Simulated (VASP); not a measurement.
# Ru (P6_3/mmc) in VASP: a series of runs

Runs on Ru. Level: r2SCAN. Tasks: single point.

Everything below comes from runs of VASP 6.6.1. Logs are shortened: lines on timing, memory, paths and dates and some standing lists are left out, and cuts for length are marked.

## 1. The cell of the first run

It takes space group P6_3/mmc (No. 194, hexagonal). The conventional cell has a = 2.730 Å, b = 2.730 Å, c = 4.304 Å, α = 90.00°, β = 90.00°, γ = 120.00°. Ru (site symmetry -6m2) has 12 Ru at 2.67 to 2.73 Å within 3.5 Å.

## 2. Single point, r2SCAN (13.89 Å³/atom)

Input file POSCAR:

```
Ru
1.0
    2.7304834815      0.0000000000      0.0000000000
   -1.3652417407      2.3646680596      0.0000000000
    0.0000000000      0.0000000000      4.3038595440
Ru
2
Direct
    0.3333333333      0.6666666667      0.2500000000
    0.6666666667      0.3333333333      0.7500000000
```

Input file INCAR.step1:

```
PREC = Accurate
ENCUT = 520
ISMEAR = 0
SIGMA = 0.1
LREAL = False
LASPH = True
NELM = 60
NBANDS = 21
GGA = PE
ALGO = Normal
EDIFF = 1E-4
LWAVE = True
LCHARG = False
```

Input file INCAR.step2:

```
PREC = Accurate
ENCUT = 520
EDIFF = 1E-6
ISMEAR = 0
SIGMA = 0.1
LREAL = False
LASPH = True
NELM = 60
ALGO = Normal
ISIF = 2
LWAVE = False
LCHARG = True
METAGGA = R2SCAN
LMIXTAU = True
LELF = True
LVHAR = True
NBANDS = 21
ISTART = 1
```

Input file KPOINTS:

```
regular mesh
0
Gamma
  18 18 10
```

Potentials or basis: VASP PAW PBE potentials, release 64 (Ru_pv).

Command:

```console
> cat potpaw_PBE.64/Ru_pv/POTCAR > POTCAR
> cp INCAR.step1 INCAR
> mpirun -np 1 vasp_std > vasp.out
> cp INCAR.step2 INCAR
> mpirun -np 1 vasp_std > vasp.out
```

OUTCAR:

```text
PREC = Accurate
   ENCUT = 520
   EDIFF = 1E-6
   ISMEAR = 0
   LREAL = False
   LASPH = True
   NELM = 60
   ISIF = 2
   METAGGA = R2SCAN
   ISTART = 1

 ion  position               nearest neighbor table
   1  0.333  0.667  0.250-   2 2.67   2 2.67   2 2.67   2 2.67   2 2.67   2 2.67
   2  0.667  0.333  0.750-   1 2.67   1 2.67   1 2.67   1 2.67   1 2.67   1 2.67

  LATTYP: Found a hexagonal cell.
 ALAT       =     2.7304834815
 C/A-ratio  =     1.5762261787

  Lattice vectors:

 A1 = (   2.7304834815,   0.0000000000,   0.0000000000)
 A2 = (  -1.3652417407,   2.3646680596,   0.0000000000)
 A3 = (   0.0000000000,   0.0000000000,   4.3038595440)

Analysis of symmetry for initial positions (statically):
=====================================================================
 Subroutine PRICEL returns:
 Original cell was already a primitive cell.

 Routine SETGRP: Setting up the symmetry group for a
 hexagonal supercell.

 Subroutine GETGRP returns: Found 24 space group operations
 (whereof 12 operations were pure point group operations)
 out of a pool of 24 trial point group operations.

The static configuration has the point symmetry D_3d.
 The point group associated with its full space group is D_6h.

Analysis of symmetry for dynamics (positions and initial velocities):
=====================================================================
 Subroutine PRICEL returns:
 Original cell was already a primitive cell.

 Routine SETGRP: Setting up the symmetry group for a
 hexagonal supercell.

 Subroutine GETGRP returns: Found 24 space group operations
 (whereof 12 operations were pure point group operations)
 out of a pool of 24 trial point group operations.

The dynamic configuration has the point symmetry D_3d.
 The point group associated with its full space group is D_6h.

 Subroutine INISYM returns: Found 24 space group operations
 (whereof 12 operations are pure point group operations),
 and found     1 'primitive' translations

----------------------------------------------------------------------------------------

                                     Primitive cell

  volume of cell :      27.7887

  direct lattice vectors                    reciprocal lattice vectors
     2.730483481  0.000000000  0.000000000     0.366235506  0.211446168  0.000000000
    -1.365241741  2.364668060  0.000000000     0.000000000  0.422892336  0.000000000
     0.000000000  0.000000000  4.303859544     0.000000000  0.000000000  0.232349590

  length of vectors
     2.730483481  2.730483481  4.303859544     0.422892336  0.422892336  0.232349590

  position of ions in fractional coordinates (direct lattice)
     0.333333333  0.666666667  0.250000000
     0.666666667  0.333333333  0.750000000

  ion indices of the primitive-cell ions
   primitive index   ion index
                 1           1
                 2           2

----------------------------------------------------------------------------------------

 KPOINTS: regular mesh

Automatic generation of k-mesh.
 Grid dimensions read from file:
 generate k-points for:   18   18   10

 Generating k-lattice:

  Cartesian coordinates                     Fractional coordinates (reciprocal lattice)
     0.020346417  0.011747009  0.000000000     0.055555556 -0.000000000  0.000000000
     0.000000000  0.023494019  0.000000000     0.000000000  0.055555556  0.000000000
     0.000000000  0.000000000  0.023234959     0.000000000  0.000000000  0.100000000

  Length of vectors
     0.023494019  0.023494019  0.023234959

  Shift w.r.t. Gamma in fractional coordinates (k-lattice)
     0.000000000  0.000000000  0.000000000

 Subroutine IBZKPT returns following result:
 ===========================================

 Found    222 irreducible k-points:

 Following reciprocal coordinates:
            Coordinates               Weight
  0.000000  0.000000  0.000000      1.000000
  0.055556 -0.000000  0.000000      6.000000
  0.111111 -0.000000  0.000000      6.000000
  0.166667  0.000000  0.000000      6.000000
  0.222222  0.000000  0.000000      6.000000
  0.277778  0.000000  0.000000      6.000000
[... 16 lines left out ...]
  0.333333  0.111111  0.000000     12.000000
  0.388889  0.111111  0.000000     12.000000
 [... further k-points ...]
   k-points           NKPTS =    222   k-points in BZ     NKDIM =    222   number of bands    NBANDS=     21
   number of dos      NEDOS =    301   number of ions     NIONS =      2
   total plane-waves  NPLWV =  12800
   dimension x,y,z NGX =    20 NGY =   20 NGZ =   32
   dimension x,y,z NGXF=    40 NGYF=   40 NGZF=   64
   ions per type =               2
   NGX,Y,Z   is equivalent  to a cutoff of  12.18, 12.18, 12.36 a.u.
   NGXF,Y,Z  is equivalent  to a cutoff of  24.35, 24.35, 24.72 a.u.
 SYSTEM =  unknown system
   PREC   = accura    normal or accurate (medium, high low for compatibility)
   ISTART =      1    job   : 0-new  1-cont  2-samecut
   ICHARG =      0    charge: 1-file 2-atom 10-const
   ISPIN  =      1    spin polarized calculation?
   LNONCOLLINEAR =      F non collinear calculations
   LSORBIT =      F    spin-orbit coupling
   LASPH  =      T    aspherical Exc in radial PAW
   ENCUT  =  520.0 eV  38.22 Ry    6.18 a.u.   5.08  5.08  8.00*2*pi/ulx,y,z
   NELM   =     60;   NELMIN=  2; NELMDL=  0     # of ELM steps
   EDIFF  = 0.1E-05   stopping-criterion for ELM
   LREAL  =      F    real-space projection
   EDIFFG = 0.1E-04   stopping-criterion for IOM
   NSW    =      0    number of steps for IOM
   IBRION =     -1    ionic relax: 0-MD 1-quasi-New 2-CG
   NFREE  =      0    steps in history (QN), initial steepest desc. (CG)
   ISIF   =      2    stress and relaxation
   ISYM   =      2    0-nonsym 1-usesym 2-fastsym
   POTIM  = 0.5000    time-step for ionic-motion
   TEBEG  =    0.0;   TEEND  =   0.0 temperature during run
   PSTRESS=    0.0 pullay stress
   NELECT =      28.0000    total number of electrons
   NUPDOWN=      -1.0000    fix difference up-down
   EMIN   =  10.00;   EMAX   =-10.00  energy-range for DOS
   EFERMI =   0.00;   METHOD = LEGACY
   ISMEAR =     0;   SIGMA  =   0.10  broadening in eV -4-tet -1-fermi 0-gaus
   EFERMI_NEDOS =   21; number of points for ismear=-14 and -15
   IALGO  =     38    algorithm
   IMIX   =      4    mixing-type and parameters
     AMIX     =   0.40;   BMIX     =  1.00
     AMIX_MAG =   1.60;   BMIX_MAG =  1.00
  volume/ion in A,a.u.               =      13.89        93.76
  Fermi-wavevector in a.u.,A,eV,Ry     =   1.641238  3.101490 36.649499  2.693662
  Thomas-Fermi vector in A             =   2.731742
   LORBIT       =      0    0 simple, 1 ext, 2 COOP (PROOUT), +10 PAW based schemes
   METAGGA = R2SCAN    functional components
   LHFCALC =     F    Hartree Fock is set to
   AEXX    =    0.0000 exact exchange contribution
   IVDW    =     0    specifies the selected vdW correction
   LEPSILON=     F    determine dielectric tensor
   LRPA    =     F    only Hartree local field effects (RPA)
 non-spin polarized calculation
 Gauss-broadening in eV      SIGMA  =   0.10
  energy-cutoff  :      520.00
  volume of cell :       27.79
 maximum number of plane-waves:       768
   NGX = 11   NGY = 11   NGZ = 17

 number of electron      28.0000013 magnetization

 Free energy of the ion-electron system (eV)
  ---------------------------------------------------
  ext. energy  EPLUGINS =         0.00000000
  ---------------------------------------------------
  free energy    TOTEN  =       -50.84248588 eV

  energy without entropy =      -50.83328509  energy(sigma->0) =      -50.83788549

 E-fermi :  12.3023     XC(G=0): -15.2429

 val. band max:       12.2998443865   @ k =   0.1667   0.1111   0.3000
 cond. band min:      12.3219408979   @ k =   0.2222   0.1111   0.1000
 fundamental gap:      0.0220965115
 Fermi energy:        12.3022985877

 k-point     1 :       0.0000    0.0000    0.0000
  band No.  band energies     occupation
      1     -32.6893      2.00000
      2     -31.7556      2.00000
      3     -31.7556      2.00000
      4     -31.5816      2.00000
      5     -31.5816      2.00000
      6     -31.5360      2.00000
[... 13 lines left out ...]
     20      20.7098      0.00000
     21      22.9028      0.00000

 k-point     2 :       0.0556   -0.0000    0.0000
  band No.  band energies     occupation
      1     -32.6787      2.00000
      2     -31.7777      2.00000
      3     -31.7631      2.00000
      4     -31.6049      2.00000
      5     -31.5846      2.00000
      6     -31.5410      2.00000
[... 13 lines left out ...]
     20      20.7100      0.00000
     21      22.8853      0.00000

 k-point     3 :       0.1111   -0.0000    0.0000
  band No.  band energies     occupation
      1     -32.6476      2.00000
      2     -31.8416      2.00000
      3     -31.7846      2.00000
      4     -31.6713      2.00000
      5     -31.5934      2.00000
      6     -31.5560      2.00000
[... 13 lines left out ...]
     20      20.7100      0.00000
     21      22.8306      0.00000

 k-point     4 :       0.1667    0.0000    0.0000
  band No.  band energies     occupation
      1     -32.5978      2.00000
      2     -31.9395      2.00000
      3     -31.8165      2.00000
      4     -31.7712      2.00000
      5     -31.6077      2.00000
      6     -31.5810      2.00000
[... 13 lines left out ...]
     20      20.7100      0.00000
     21      22.7397      0.00000

 k-point     5 :       0.2222    0.0000    0.0000
  band No.  band energies     occupation
      1     -32.5324      2.00000
      2     -32.0597      2.00000
      3     -31.8908      2.00000
      4     -31.8546      2.00000
      5     -31.6262      2.00000
      6     -31.6159      2.00000
[... 13 lines left out ...]
     20      20.7099      0.00000
     21      22.6272      0.00000
[... 382 lines left out ...]
     20      21.1065      0.00000
     21      22.5971      0.00000

 k-point    22 :       0.2778    0.1111    0.0000
  band No.  band energies     occupation
      1     -32.3500      2.00000
      2     -32.2943      2.00000
      3     -32.1592      2.00000
      4     -31.9428      2.00000
      5     -31.7269      2.00000
      6     -31.7166      2.00000
[... 13 lines left out ...]
     20      22.4711      0.00000
     21      22.5346      0.00000

 k-point    23 :       0.3333    0.1111    0.0000
  band No.  band energies     occupation
      1     -32.3861      2.00000
      2     -32.2713      2.00000
      3     -32.2205      2.00000
      4     -31.9898      2.00000
      5     -31.7819      2.00000
      6     -31.7374      2.00000
[... 13 lines left out ...]
     20      21.4825      0.00000
     21      23.4694      0.00000

 k-point    24 :       0.3889    0.1111    0.0000
  band No.  band energies     occupation
      1     -32.4457      2.00000
      2     -32.2604      2.00000
      3     -32.2075      2.00000
      4     -32.0201      2.00000
      5     -31.8303      2.00000
      6     -31.7508      2.00000
[... 13 lines left out ...]
     20      20.7099      0.00000
     21      23.8322      0.00000

 [... further k-points ...]

------------------------ aborting loop because EDIFF is reached ----------------------------------------

  FORCE on cell =-STRESS in cart. coord.  units (eV):
  Direction    XX          YY          ZZ          XY          YZ          ZX
  --------------------------------------------------------------------------------------
  -------------------------------------------------------------------------------------
  Total       -1.3912976     -1.3912976     -1.3637801     -0.0000000     -0.0000000      0.0000000
  in kB      -80.2163308    -80.2163308    -78.6297892     -0.0000000     -0.0000000      0.0000000
  external PRESSURE =     -79.6874836 kB  Pullay stress =       0.0000000 kB

 VOLUME and BASIS-vectors are now :
 -----------------------------------------------------------------------------
  energy-cutoff  :      520.00
  volume of cell :       27.79
      direct lattice vectors                 reciprocal lattice vectors
     2.730483481  0.000000000  0.000000000     0.366235506  0.211446168  0.000000000
    -1.365241741  2.364668060  0.000000000     0.000000000  0.422892336  0.000000000
     0.000000000  0.000000000  4.303859544     0.000000000  0.000000000  0.232349590

 POSITION                                       TOTAL-FORCE (eV/Angst)
 -----------------------------------------------------------------------------------
     -0.00000      1.57645      1.07596         0.000000      0.000000      0.000000
      1.36524      0.78822      3.22789        -0.000000     -0.000000      0.000000
 -----------------------------------------------------------------------------------
    total drift:                               -0.000000      0.000000     -0.000000

  FREE ENERGIE OF THE ION-ELECTRON SYSTEM (eV)
  ---------------------------------------------------
  free  energy   TOTEN  =       -50.8424858782 eV

  energy  without entropy=      -50.8332850948  energy(sigma->0) =      -50.83788549
```

Wall time 6.7 min (1 thread of Intel Xeon 8259CL, shared host); peak memory 0.22 GiB.

Results:

```yaml
Free_energy: -50.8425 eV
Pressure: -8.0 GPa
Band_gap_on_the_k_mesh: zero (bands 14 and 15 overlap by 3.15 eV)
```

Stress tensor (GPa, compression positive):
```
-8.02  0.00  0.00
 0.00 -8.02  0.00
 0.00  0.00 -7.86
```

Caveat: the cell stands under tension; the PAW data sets were made with another functional, which shifts forces and pressure a little.

## 3. Single point, r2SCAN (14.30 Å³/atom)

This run uses another cell than the first one, of 14.30 Å³/atom.

Input file POSCAR:

```
Ru
1.0
    2.7582047207      0.0000000000      0.0000000000
   -1.3791023603      2.3886753569      0.0000000000
    0.0000000000      0.0000000000      4.3406307481
Ru
2
Direct
    0.3333333333      0.6666666667      0.2500000000
    0.6666666667      0.3333333333      0.7500000000
```

Input file INCAR.step1:

```
  PREC = Accurate
  ENCUT = 520
  ISMEAR = 0
  SIGMA = 0.1
  LREAL = False
  LASPH = True
  NELM = 100
  NBANDS = 21
  GGA = PE
  ALGO = Normal
  EDIFF = 1E-4
  LWAVE = True
  LCHARG = False
```

Input file INCAR.step2:

```
  PREC = Accurate
  ENCUT = 520
  EDIFF = 1E-7
  ISMEAR = 0
  SIGMA = 0.1
  LREAL = False
  LASPH = True
  NELM = 100
  ALGO = Normal
  ISIF = 2
  LWAVE = False
  LCHARG = False
  METAGGA = R2SCAN
  LMIXTAU = True
  NBANDS = 21
  ISTART = 1
```

Input file KPOINTS:

```
Automatic mesh
0
Gamma
  18 18 10
```

Potentials or basis: VASP PAW PBE potentials, release 64 (Ru_pv).

Command:

```console
> cat potpaw_PBE.64/Ru_pv/POTCAR > POTCAR
> cp INCAR.step1 INCAR
> mpirun -np 1 vasp_std > vasp.out
> cp INCAR.step2 INCAR
> mpirun -np 1 vasp_std > vasp.out
```

Wall time 6.9 min (1 thread of Intel Xeon 8259CL, shared host); peak memory 0.24 GiB.

Results (log left out):

* Free energy: -50.7819 eV
* Pressure: -15.9 GPa
* Band gap on the k mesh: zero (bands 14 and 15 overlap by 3.02 eV)

Stress tensor (GPa, compression positive):
```
-15.99   0.00   0.00
  0.00 -15.99   0.00
  0.00   0.00 -15.85
```

Levels at points of the mesh, in eV from the Fermi level:
```
           k point  band 12  band 13  band 14  band 15  band 16  band 17
(0.00, 0.00, 0.00)    -1.83    -1.83    -1.39    -1.39     1.15     1.15
(0.50, 0.00, 0.00)    -1.79    -1.44     1.33     1.74     1.84     3.94
(0.00, 0.00, 0.50)    -2.67    -2.62    -2.62     0.52     0.52     0.52
(0.50, 0.00, 0.50)    -1.04     0.43     0.43     1.58     1.58     3.34
```

Caveat: the cell stands under tension; the PAW data sets were made with another functional, which shifts forces and pressure a little.

The gap in the log of VASP goes by the Fermi energy; the results here count the filled bands.